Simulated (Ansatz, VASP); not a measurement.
# NbH2 in VASP and in Ansatz

```
Nb H
1.0
     0.00000    2.28908    2.28908
     2.28908    0.00000    2.28908
     2.28908    2.28908    0.00000
Nb H
1 2
Direct
  0.00000 0.00000 0.00000
  0.25000 0.25000 0.25000
  0.75000 0.75000 0.75000
```

Change from the starting cell: volume scaled by 1.01.

Alike in both runs: task single point; functional LDA; k mesh 15 × 15 × 15; occupations fermi-dirac, width 0.03 eV; no spin polarisation.

|  | VASP | Ansatz |
| --- | --- | --- |
| version | VASP 6.6.1 | Ansatz 0.2.0 |
| potentials or method | VASP PAW LDA potentials, release 64 (Nb_sv, H), cutoff 520 eV | all-electron LAPW, scalar-relativistic |

```csv
,VASP,Ansatz,Ansatz less VASP
pressure (GPa),-9.9,-9.8,+0.13
```

LDA's correlation is that of Perdew and Zunger in VASP and of Perdew and Wang (1992) in Ansatz. Ansatz ran all-electron here, and VASP with PAW potentials.
